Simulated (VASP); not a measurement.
Set up this calculation in VASP 6.6.1, as the native input.

| Quantity | Value |
| --- | --- |
| Task | relaxation of cell and atoms |
| Functional | PBE |
| Potentials or basis | VASP PAW PBE potentials, release 64 (V_sv, O) |
| Cutoff | 600 eV |
| k mesh | 8 × 8 × 10 |
| Occupations | gaussian, width 0.02 eV |
| Spin | collinear spin, ferromagnetic start |
| Starting moments | [-0.86, -0.86, 0.0, 0.0, 0.0, 0.0] μB |
| Hubbard terms | V d U = 3.25 eV |
| Target pressure | 90 GPa |
| Dipole correction | no |
| Further INCAR settings | ALGO = Normal; EDIFF = 1e-07; IBRION = 2; EDIFFG = -0.008; NSW = 70; ISIF = 3 |

The structure of VO2 lies in POSCAR:

```
VO2
1.0
    4.1253729063      0.0000000000      0.0000000000
    0.0000000000      4.1253729063      0.0000000000
    0.0000000000      0.0000000000      2.8287431518
V O
2 4
Direct
    0.0000000000      0.0000000000      0.0000000000
    0.5000000000      0.5000000000      0.5000000000
    0.2993213241      0.2993213241      0.0000000000
    0.7006786759      0.7006786759      0.0000000000
    0.7993213241      0.2006786759      0.5000000000
    0.2006786759      0.7993213241      0.5000000000
```

One way to write it, as run:

INCAR

```
SYSTEM = VO2
ALGO = Normal
EDIFF = 1E-7
EDIFFG = -0.008
ENCUT = 600
GGA = PE
GGA_COMPAT = .False.
IBRION = 2
ISIF = 3
ISMEAR = 0
ISPIN = 2
KPAR = 4
LASPH = .True.
LCHARG = .False.
LDAU = .True.
LDAUJ = 0 0
LDAUL = 2 -1
LDAUPRINT = 1
LDAUTYPE = 2
LDAUU = 3.25 0
LMAXMIX = 4
LORBIT = 11
LREAL = .False.
LWAVE = .False.
MAGMOM = -0.86 -0.86 0 0 0 0
NELM = 200
NELMIN = 4
NSW = 70
PREC = Accurate
PSTRESS = 900.0
SIGMA = 0.02
```

KPOINTS

```
k-points
0
Gamma
  8 8 10
  0 0 0
```

Potentials or basis: VASP PAW PBE potentials, release 64 (V_sv, O).

Run with:

```bash
$ cat potpaw_PBE.64/V_sv/POTCAR potpaw_PBE.64/O/POTCAR > POTCAR
$ mpirun -np 4 vasp_std > vasp.out
```

Results of the run:

| Item | Value |
| --- | --- |
| Relaxed volume | 8.11 Å³/atom |
| Relaxed cell | a = 4.122 Å, b = 4.122 Å, c = 2.863 Å, α = 90.00°, β = 90.00°, γ = 90.00° |
| Space group after relaxing (to 0.05 Å) | P4_2/mnm (No. 136) |
| Energy change on relaxing (the enthalpy is what falls) | -49.8 meV/atom |
| Ionic steps | 8 |
| Pressure after relaxing | 90.0 GPa |
| Band gap on the k mesh | 0.75 eV, indirect (least direct gap 1.13 eV) |
| Net moment | -2.00 μB per cell |
| Site moments | V -1.02; O +0.02 μB |
| Valence electrons inside the program's atomic spheres | V 12.00; O 5.22 |

Caveat: the cell is relaxed towards a set pressure, so the enthalpy falls and the energy may rise.

It took 5.6 min on 4 MPI ranks on AMD EPYC 7R13 Processor (Zen 3), with other jobs on the host, peak memory 0.35 GiB a rank.
